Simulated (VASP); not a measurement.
Al2O3: single point with PBE+D3(BJ)

Al2O3:

```xyz
5
Lattice="2.8153 0.0000 0.0000 -1.4076 2.4381 0.0000 0.0000 0.0000 7.1642" Properties=species:S:1:pos:R:3 pbc="T T T"
Al    0.0000    0.0000    1.3665
Al    0.0000    0.0000    5.7977
O     0.0000    1.6254    2.0353
O     1.4076    0.8127    0.0000
O     0.0000    1.6254    5.1289
```

This cell differs from its parent crystal: atoms shifted along a free coordinate.

| Property | Result |
| --- | --- |
| Program | VASP 6.6.1 |
| Task | single point |
| Functional | PBE |
| Dispersion | D3(BJ) |
| Potentials or basis | VASP PAW PBE potentials, release 64 (Al, O) |
| Cutoff | 520 eV |
| k mesh | 9 × 9 × 4 |
| Occupations | gaussian, width 0.05 eV |
| Spin | no spin polarisation |

| Quantity | Value |
| --- | --- |
| Pressure | 11.5 GPa |
| Largest force | 0.672 eV/Å |
| Band gap on the k mesh | 5.05 eV (least direct gap 5.19 eV) |
| Dispersion energy per atom | -0.206 eV |

Forces in eV/Å, atoms in the order of the input:
```
Al   0.000  0.000 -0.162
Al   0.000  0.000  0.162
O    0.000  0.000  0.672
O    0.000  0.000  0.000
O    0.000  0.000 -0.672
```

Stress tensor (GPa, compression positive):
```
13.50  0.00  0.00
 0.00 13.50  0.00
 0.00  0.00  7.54
```

Levels at points of the mesh, in eV from the valence-band top:
```csv
k point,band 8,band 9,band 10,band 11,band 12,band 13,band 14,band 15,band 16,band 17
"(0.00, 0.00, 0.00)",-1.43,-1.43,-0.84,-0.84,-0.14,5.05,7.92,9.04,12.13,14.37
"(0.00, 0.00, 0.50)",-1.45,-1.45,-0.91,-0.83,-0.83,5.54,7.70,8.64,12.79,14.51
```

Run time: 56 s on 1 thread of Intel Xeon 8259CL (shared host), peak memory 0.2 GiB.

Caveat: the cell differs from its parent crystal (atoms shifted along a free coordinate); the cell stands under pressure; an odd mesh through Γ misses points on the zone boundary, where band edges can lie.
